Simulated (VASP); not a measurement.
# CdSe (scan) in VASP: further runs

Runs on CdSe (scan). Level: r2SCAN. Tasks: single point.

Everything below comes from runs of VASP 6.6.1. Logs are shortened: lines on timing, memory, paths and dates and some standing lists are left out, and cuts for length are marked.

### 1 The cell of the first run

The structure is hexagonal, space group P6_3mc (No. 186). Conventional cell: a = 4.340 Å, b = 4.340 Å, c = 7.078 Å, α = 90.00°, β = 90.00°, γ = 120.00°. Within 3.3 Å of Cd (site symmetry 3m) lie 3 Se at 2.51 Å. Se (site symmetry 3m) has 3 Cd at 2.51 Å within 3.3 Å.

### 2 Single point, r2SCAN

The input, POSCAR:

```
CdSe
1.0
    4.3399219990      0.0000000000      0.0000000000
   -2.1699609995      3.7584827016      0.0000000000
    0.0000000000      0.0000000000      7.0783849700
Cd Se
2 2
Direct
    0.3333333333      0.6666666667     -0.0557945296
    0.6666666667      0.3333333333      0.4442054704
    0.3333333333      0.6666666667      0.4317945296
    0.6666666667      0.3333333333      0.9317945296
```

The input, INCAR.step1:

```
PREC = Accurate
ENCUT = 520
ISMEAR = 0
SIGMA = 0.01
LREAL = F
LASPH = T
NELM = 80
NBANDS = 26
GGA = PE
ALGO = Normal
EDIFF = 1E-4
LWAVE = T
LCHARG = F
```

The input, INCAR.step2:

```
PREC = Accurate
ENCUT = 520
EDIFF = 1E-7
ISMEAR = 0
SIGMA = 0.01
LREAL = F
LASPH = T
NELM = 80
ALGO = Normal
ISIF = 2
LWAVE = F
LCHARG = T
METAGGA = R2SCAN
LMIXTAU = T
LELF = T
LVHAR = T
NBANDS = 26
ISTART = 1
```

The input, KPOINTS:

```
regular mesh
0
Gamma
  9 9 4
```

Potentials or basis: VASP PAW PBE potentials, release 64 (Cd, Se).

Command:

```sh
cat potpaw_PBE.64/Cd/POTCAR potpaw_PBE.64/Se/POTCAR > POTCAR
cp INCAR.step1 INCAR
mpirun -np 1 vasp_std > vasp.out
cp INCAR.step2 INCAR
mpirun -np 1 vasp_std > vasp.out
```

OUTCAR:

```text
PREC = Accurate
   ENCUT = 520
   EDIFF = 1E-7
   ISMEAR = 0
   LREAL = F
   LASPH = T
   NELM = 80
   ISIF = 2
   METAGGA = R2SCAN
   ISTART = 1

 ion  position               nearest neighbor table
   1  0.333  0.667  0.944-   4 2.51   4 2.51   4 2.51
   2  0.667  0.333  0.444-   3 2.51   3 2.51   3 2.51
   3  0.333  0.667  0.432-   2 2.51   2 2.51   2 2.51
   4  0.667  0.333  0.932-   1 2.51   1 2.51   1 2.51

  LATTYP: Found a hexagonal cell.
 ALAT       =     4.3399219990
 C/A-ratio  =     1.6309935920

  Lattice vectors:

 A1 = (   4.3399219990,   0.0000000000,   0.0000000000)
 A2 = (  -2.1699609995,   3.7584827016,   0.0000000000)
 A3 = (   0.0000000000,   0.0000000000,   7.0783849700)

Analysis of symmetry for initial positions (statically):
=====================================================================
 Subroutine PRICEL returns:
 Original cell was already a primitive cell.

 Routine SETGRP: Setting up the symmetry group for a
 hexagonal supercell.

 Subroutine GETGRP returns: Found 12 space group operations
 (whereof  6 operations were pure point group operations)
 out of a pool of 24 trial point group operations.

The static configuration has the point symmetry C_3v.
 The point group associated with its full space group is C_6v.

Analysis of symmetry for dynamics (positions and initial velocities):
=====================================================================
 Subroutine PRICEL returns:
 Original cell was already a primitive cell.

 Routine SETGRP: Setting up the symmetry group for a
 hexagonal supercell.

 Subroutine GETGRP returns: Found 12 space group operations
 (whereof  6 operations were pure point group operations)
 out of a pool of 24 trial point group operations.

The dynamic configuration has the point symmetry C_3v.
 The point group associated with its full space group is C_6v.

 Subroutine INISYM returns: Found 12 space group operations
 (whereof  6 operations are pure point group operations),
 and found     1 'primitive' translations

----------------------------------------------------------------------------------------

                                     Primitive cell

  volume of cell :     115.4592

  direct lattice vectors                    reciprocal lattice vectors
     4.339921999  0.000000000  0.000000000     0.230418888  0.133032407  0.000000000
    -2.169961000  3.758482702  0.000000000     0.000000000  0.266064814  0.000000000
     0.000000000  0.000000000  7.078384970     0.000000000  0.000000000  0.141275164

  length of vectors
     4.339921999  4.339921999  7.078384970     0.266064814  0.266064814  0.141275164

  position of ions in fractional coordinates (direct lattice)
     0.333333333  0.666666667  0.944205470
     0.666666667  0.333333333  0.444205470
     0.333333333  0.666666667  0.431794530
     0.666666667  0.333333333  0.931794530

  ion indices of the primitive-cell ions
   primitive index   ion index
                 1           1
                 2           2
                 3           3
                 4           4

----------------------------------------------------------------------------------------

 KPOINTS: regular mesh

Automatic generation of k-mesh.
 Grid dimensions read from file:
 generate k-points for:    9    9    4

 Generating k-lattice:

  Cartesian coordinates                     Fractional coordinates (reciprocal lattice)
     0.025602099  0.014781379  0.000000000     0.111111111 -0.000000000  0.000000000
     0.000000000  0.029562757  0.000000000     0.000000000  0.111111111  0.000000000
     0.000000000  0.000000000  0.035318791     0.000000000  0.000000000  0.250000000

  Length of vectors
     0.029562757  0.029562757  0.035318791

  Shift w.r.t. Gamma in fractional coordinates (k-lattice)
     0.000000000  0.000000000  0.000000000

 Subroutine IBZKPT returns following result:
 ===========================================

 Found     36 irreducible k-points:

 Following reciprocal coordinates:
            Coordinates               Weight
  0.000000  0.000000  0.000000      1.000000
  0.111111  0.000000  0.000000      6.000000
  0.222222  0.000000  0.000000      6.000000
  0.333333 -0.000000  0.000000      6.000000
  0.444444  0.000000  0.000000      6.000000
  0.111111  0.111111  0.000000      6.000000
[... 16 lines left out ...]
  0.333333  0.222222  0.250000     24.000000
  0.333333  0.333333  0.250000      4.000000
 [... further k-points ...]
   k-points           NKPTS =     36   k-points in BZ     NKDIM =     36   number of bands    NBANDS=     26
   number of dos      NEDOS =    301   number of ions     NIONS =      4
   total plane-waves  NPLWV =  55296
   dimension x,y,z NGX =    32 NGY =   32 NGZ =   54
   dimension x,y,z NGXF=    64 NGYF=   64 NGZF=  108
   ions per type =               2   2
   NGX,Y,Z   is equivalent  to a cutoff of  12.26, 12.26, 12.68 a.u.
   NGXF,Y,Z  is equivalent  to a cutoff of  24.52, 24.52, 25.37 a.u.
 SYSTEM =  unknown system
   PREC   = accura    normal or accurate (medium, high low for compatibility)
   ISTART =      1    job   : 0-new  1-cont  2-samecut
   ICHARG =      0    charge: 1-file 2-atom 10-const
   ISPIN  =      1    spin polarized calculation?
   LNONCOLLINEAR =      F non collinear calculations
   LSORBIT =      F    spin-orbit coupling
   LASPH  =      T    aspherical Exc in radial PAW
   ENCUT  =  520.0 eV  38.22 Ry    6.18 a.u.   8.07  8.07 13.16*2*pi/ulx,y,z
   NELM   =     80;   NELMIN=  2; NELMDL=  0     # of ELM steps
   EDIFF  = 0.1E-06   stopping-criterion for ELM
   LREAL  =      F    real-space projection
   EDIFFG = 0.1E-05   stopping-criterion for IOM
   NSW    =      0    number of steps for IOM
   IBRION =     -1    ionic relax: 0-MD 1-quasi-New 2-CG
   NFREE  =      0    steps in history (QN), initial steepest desc. (CG)
   ISIF   =      2    stress and relaxation
   ISYM   =      2    0-nonsym 1-usesym 2-fastsym
   POTIM  = 0.5000    time-step for ionic-motion
   TEBEG  =    0.0;   TEEND  =   0.0 temperature during run
   PSTRESS=    0.0 pullay stress
   NELECT =      36.0000    total number of electrons
   NUPDOWN=      -1.0000    fix difference up-down
   EMIN   =  10.00;   EMAX   =-10.00  energy-range for DOS
   EFERMI =   0.00;   METHOD = LEGACY
   ISMEAR =     0;   SIGMA  =   0.01  broadening in eV -4-tet -1-fermi 0-gaus
   EFERMI_NEDOS =   21; number of points for ismear=-14 and -15
   IALGO  =     38    algorithm
   IMIX   =      4    mixing-type and parameters
     AMIX     =   0.40;   BMIX     =  1.00
     AMIX_MAG =   1.60;   BMIX_MAG =  1.00
  volume/ion in A,a.u.               =      28.86       194.79
  Fermi-wavevector in a.u.,A,eV,Ry     =   1.110110  2.097804 16.767068  1.232345
  Thomas-Fermi vector in A             =   2.246658
   LORBIT       =      0    0 simple, 1 ext, 2 COOP (PROOUT), +10 PAW based schemes
   METAGGA = R2SCAN    functional components
   LHFCALC =     F    Hartree Fock is set to
   AEXX    =    0.0000 exact exchange contribution
   IVDW    =     0    specifies the selected vdW correction
   LEPSILON=     F    determine dielectric tensor
   LRPA    =     F    only Hartree local field effects (RPA)
 non-spin polarized calculation
 Gauss-broadening in eV      SIGMA  =   0.01
  energy-cutoff  :      520.00
  volume of cell :      115.46
 maximum number of plane-waves:      3126
   NGX = 17   NGY = 17   NGZ = 27

 number of electron      36.0000000 magnetization

 Free energy of the ion-electron system (eV)
  ---------------------------------------------------
  ext. energy  EPLUGINS =         0.00000000
  ---------------------------------------------------
  free energy    TOTEN  =       -71.03845209 eV

  energy without entropy =      -71.03845209  energy(sigma->0) =      -71.03845209

 E-fermi :   0.3869     XC(G=0):  -9.2701

 val. band max:        0.3161040727   @ k =   0.0000   0.0000   0.0000
 cond. band min:       1.7291308921   @ k =   0.0000   0.0000   0.0000
 fundamental gap:      1.4130268195
 Fermi energy:         0.3869282499

 k-point     1 :       0.0000    0.0000    0.0000
  band No.  band energies     occupation
      1     -12.6533      2.00000
      2     -12.3597      2.00000
      3      -8.0405      2.00000
      4      -8.0405      2.00000
      5      -8.0373      2.00000
      6      -8.0373      2.00000
[... 18 lines left out ...]
     25       8.5240      0.00000
     26       8.6422      0.00000

 k-point     2 :       0.1111    0.0000    0.0000
  band No.  band energies     occupation
      1     -12.6075      2.00000
      2     -12.3279      2.00000
      3      -8.0164      2.00000
      4      -8.0159      2.00000
      5      -8.0084      2.00000
      6      -8.0045      2.00000
[... 18 lines left out ...]
     25       7.9937      0.00000
     26       8.2286      0.00000

 k-point     3 :       0.2222    0.0000    0.0000
  band No.  band energies     occupation
      1     -12.4872      2.00000
      2     -12.2491      2.00000
      3      -7.9427      2.00000
      4      -7.9368      2.00000
      5      -7.9242      2.00000
      6      -7.9183      2.00000
[... 18 lines left out ...]
     25       8.2329      0.00000
     26       8.9958      0.00000

 k-point     4 :       0.3333   -0.0000    0.0000
  band No.  band energies     occupation
      1     -12.3405      2.00000
      2     -12.1660      2.00000
      3      -7.8232      2.00000
      4      -7.8187      2.00000
      5      -7.8140      2.00000
      6      -7.8001      2.00000
[... 18 lines left out ...]
     25       9.2599      0.00000
     26       9.8130      0.00000

 k-point     5 :       0.4444    0.0000    0.0000
  band No.  band energies     occupation
      1     -12.2332      2.00000
      2     -12.1219      2.00000
      3      -7.7538      2.00000
      4      -7.7419      2.00000
      5      -7.7094      2.00000
      6      -7.6708      2.00000
[... 18 lines left out ...]
     25       9.1542      0.00000
     26       9.5578      0.00000

 k-point     6 :       0.1111    0.1111    0.0000
  band No.  band energies     occupation
      1     -12.5243      2.00000
      2     -12.2726      2.00000
      3      -7.9780      2.00000
      4      -7.9739      2.00000
      5      -7.9401      2.00000
      6      -7.9358      2.00000
[... 427 lines left out ...]
 k-point    21 :       0.4444    0.1111    0.2500
  band No.  band energies     occupation
      1     -12.1858      2.00000
      2     -12.1237      2.00000
      3      -7.7498      2.00000
      4      -7.7483      2.00000
      5      -7.6809      2.00000
      6      -7.6641      2.00000
[... 18 lines left out ...]
     25       9.3422      0.00000
     26      10.6198      0.00000

 k-point    22 :       0.2222    0.2222    0.2500
  band No.  band energies     occupation
      1     -12.2486      2.00000
      2     -12.1519      2.00000
      3      -7.8339      2.00000
      4      -7.8253      2.00000
      5      -7.7105      2.00000
      6      -7.7100      2.00000
[... 18 lines left out ...]
     25       8.1084      0.00000
     26       9.9585      0.00000

 k-point    23 :       0.3333    0.2222    0.2500
  band No.  band energies     occupation
      1     -12.1665      2.00000
      2     -12.1176      2.00000
      3      -7.7606      2.00000
      4      -7.7534      2.00000
      5      -7.6767      2.00000
      6      -7.6713      2.00000
[... 18 lines left out ...]
     25       8.8041      0.00000
     26       9.9032      0.00000

 k-point    24 :       0.3333    0.3333    0.2500
  band No.  band energies     occupation
      1     -12.1220      2.00000
      2     -12.1220      2.00000
      3      -7.7113      2.00000
      4      -7.7113      2.00000
      5      -7.7027      2.00000
      6      -7.6923      2.00000
[... 18 lines left out ...]
     25       9.3264      0.00000
     26       9.3264      0.00000

 [... further k-points ...]
[... 5 lines left out ...]
  --------------------------------------------------------------------------------------
  -------------------------------------------------------------------------------------
  Total        4.8456673      4.8456673     -1.5230147     -0.0000000      0.0000000      0.0000000
  in kB       67.2412098     67.2412098    -21.1342096     -0.0000000      0.0000000      0.0000000
  external PRESSURE =      37.7827367 kB  Pullay stress =       0.0000000 kB

 VOLUME and BASIS-vectors are now :
 -----------------------------------------------------------------------------
  energy-cutoff  :      520.00
  volume of cell :      115.46
      direct lattice vectors                 reciprocal lattice vectors
     4.339921999  0.000000000  0.000000000     0.230418888  0.133032407  0.000000000
    -2.169961000  3.758482702  0.000000000     0.000000000  0.266064814  0.000000000
     0.000000000  0.000000000  7.078384970     0.000000000  0.000000000  0.141275164

 POSITION                                       TOTAL-FORCE (eV/Angst)
 -----------------------------------------------------------------------------------
     -0.00000      2.50566      6.68345         0.000000      0.000000      0.185146
      2.16996      1.25283      3.14426        -0.000000      0.000000      0.185146
     -0.00000      2.50566      3.05641         0.000000     -0.000000     -0.185146
      2.16996      1.25283      6.59560        -0.000000      0.000000     -0.185146
 -----------------------------------------------------------------------------------
    total drift:                                0.000000      0.000000      0.002176

  FREE ENERGIE OF THE ION-ELECTRON SYSTEM (eV)
  ---------------------------------------------------
  free  energy   TOTEN  =       -71.0384520940 eV

  energy  without entropy=      -71.0384520940  energy(sigma->0) =      -71.03845209
```

Wall time 5 min (1 thread of Intel Xeon 6975P-C, shared host); peak memory 0.3 GiB.

What came out:

| Property | Result |
| --- | --- |
| Free energy | -71.0385 eV |
| Pressure | 3.8 GPa |
| Largest force | 0.185 eV/Å |
| Band gap on the k mesh | 1.41 eV, direct |

Forces in eV/Å, atoms in the order of the input:
```
Cd   0.000  0.000  0.185
Cd   0.000  0.000  0.185
Se   0.000  0.000 -0.185
Se   0.000  0.000 -0.185
```

Levels at points of the mesh, in eV from the valence-band top:
```csv
k point,band 14,band 15,band 16,band 17,band 18,band 19,band 20,band 21,band 22,band 23
"(0.00, 0.00, 0.00)",-0.41,-0.41,-0.08,0.00,0.00,1.41,1.89,6.45,6.45,7.28
"(0.00, 0.00, 0.50)",-1.83,-0.21,-0.21,-0.21,-0.21,2.34,2.34,6.55,6.55,6.70
```

Caveat: the PAW data sets were made with another functional, which shifts forces and pressure a little. r2SCAN opens gaps a little over a GGA but as a rule still falls short of measured ones.

### 3 Single point, r2SCAN

The input, POSCAR:

```
CdSe
1.0
    4.3399219990      0.0000000000      0.0000000000
   -2.1699609995      3.7584827016      0.0000000000
    0.0000000000      0.0000000000      7.0783849700
Cd Se
2 2
Direct
    0.3333333333      0.6666666667     -0.0620000000
    0.6666666667      0.3333333333      0.4380000000
    0.3333333333      0.6666666667      0.4380000000
    0.6666666667      0.3333333333      0.9380000000
```

The input, INCAR.step1:

```
PREC = Accurate
ENCUT = 520
ISMEAR = 0
SIGMA = 0.01
LREAL = False
LASPH = True
NELM = 100
NBANDS = 26
GGA = PE
ALGO = Normal
EDIFF = 1E-4
LWAVE = True
LCHARG = False
```

The input, INCAR.step2:

```
PREC = Accurate
ENCUT = 520
EDIFF = 1E-6
ISMEAR = 0
SIGMA = 0.01
LREAL = False
LASPH = True
NELM = 100
ALGO = Normal
ISIF = 2
LWAVE = False
LCHARG = True
METAGGA = R2SCAN
LMIXTAU = True
LELF = True
LVHAR = True
NBANDS = 26
ISTART = 1
```

The input, KPOINTS:

```
Automatic mesh
0
Gamma
  9 9 4
```

Potentials or basis: VASP PAW PBE potentials, release 64 (Cd, Se).

Command:

```sh
cat potpaw_PBE.64/Cd/POTCAR potpaw_PBE.64/Se/POTCAR > POTCAR
cp INCAR.step1 INCAR
mpirun -np 1 vasp_std > vasp.out
cp INCAR.step2 INCAR
mpirun -np 1 vasp_std > vasp.out
```

OUTCAR:

```text
PREC = Accurate
   ENCUT = 520
   EDIFF = 1E-6
   ISMEAR = 0
   LREAL = False
   LASPH = True
   NELM = 100
   ISIF = 2
   METAGGA = R2SCAN
   ISTART = 1

 ion  position               nearest neighbor table
   1  0.333  0.667  0.938-   4 2.51   4 2.51   4 2.51
   2  0.667  0.333  0.438-   3 2.51   3 2.51   3 2.51
   3  0.333  0.667  0.438-   2 2.51   2 2.51   2 2.51
   4  0.667  0.333  0.938-   1 2.51   1 2.51   1 2.51

  LATTYP: Found a hexagonal cell.
 ALAT       =     4.3399219990
 C/A-ratio  =     1.6309935920

  Lattice vectors:

 A1 = (   4.3399219990,   0.0000000000,   0.0000000000)
 A2 = (  -2.1699609995,   3.7584827016,   0.0000000000)
 A3 = (   0.0000000000,   0.0000000000,   7.0783849700)

Analysis of symmetry for initial positions (statically):
=====================================================================
 Subroutine PRICEL returns:
 Original cell was already a primitive cell.

 Routine SETGRP: Setting up the symmetry group for a
 hexagonal supercell.

 Subroutine GETGRP returns: Found 24 space group operations
[... 164 lines left out ...]
  ---------------------------------------------------
  ext. energy  EPLUGINS =         0.00000000
  ---------------------------------------------------
  free energy    TOTEN  =       -71.02207854 eV

  energy without entropy =      -71.02207854  energy(sigma->0) =      -71.02207854

 E-fermi :   0.4210     XC(G=0):  -9.2695

 val. band max:        0.3146097957   @ k =   0.0000   0.0000   0.0000
 cond. band min:       1.7307011926   @ k =   0.0000   0.0000   0.0000
 fundamental gap:      1.4160913969
 Fermi energy:         0.4209667198

 k-point     1 :       0.0000    0.0000    0.0000
  band No.  band energies     occupation
      1     -12.6576      2.00000
      2     -12.3646      2.00000
      3      -8.0483      2.00000
      4      -8.0483      2.00000
      5      -8.0446      2.00000
      6      -8.0446      2.00000
[... 685 lines left out ...]
     25       9.3225      0.00000
     26       9.3225      0.00000

 [... further k-points ...]
[... 5 lines left out ...]
  --------------------------------------------------------------------------------------
  -------------------------------------------------------------------------------------
  Total        4.9132382      4.9132382     -1.5141019      0.0000000     -0.0000000      0.0000000
  in kB       68.1788613     68.1788613    -21.0105308      0.0000000     -0.0000000      0.0000000
  external PRESSURE =      38.4490639 kB  Pullay stress =       0.0000000 kB

 VOLUME and BASIS-vectors are now :
 -----------------------------------------------------------------------------
  energy-cutoff  :      520.00
  volume of cell :      115.46
      direct lattice vectors                 reciprocal lattice vectors
     4.339921999  0.000000000  0.000000000     0.230418888  0.133032407  0.000000000
    -2.169961000  3.758482702  0.000000000     0.000000000  0.266064814  0.000000000
     0.000000000  0.000000000  7.078384970     0.000000000  0.000000000  0.141275164

 POSITION                                       TOTAL-FORCE (eV/Angst)
 -----------------------------------------------------------------------------------
     -0.00000      2.50566      6.63953        -0.000000      0.000000      0.000000
      2.16996      1.25283      3.10033         0.000000     -0.000000     -0.000000
     -0.00000      2.50566      3.10033        -0.000000     -0.000000     -0.000000
      2.16996      1.25283      6.63953        -0.000000      0.000000     -0.000000
 -----------------------------------------------------------------------------------
    total drift:                               -0.000000      0.000000      0.000108

  FREE ENERGIE OF THE ION-ELECTRON SYSTEM (eV)
  ---------------------------------------------------
  free  energy   TOTEN  =       -71.0220785408 eV

  energy  without entropy=      -71.0220785408  energy(sigma->0) =      -71.02207854
```

Run time: 4.1 min. Hardware: 1 thread of Intel Xeon 6975P-C, shared host; peak memory 0.3 GiB.

Results:

```yaml
Free_energy: -71.0221 eV
Pressure: 3.8 GPa
Band_gap_on_the_k_mesh: 1.42 eV, direct
```

Stress tensor (GPa, compression positive):
```
 6.82  0.00  0.00
 0.00  6.82  0.00
 0.00  0.00 -2.10
```

Caveat: the PAW data sets were made with another functional, which shifts forces and pressure a little. r2SCAN opens gaps a little over a GGA but as a rule still falls short of measured ones.
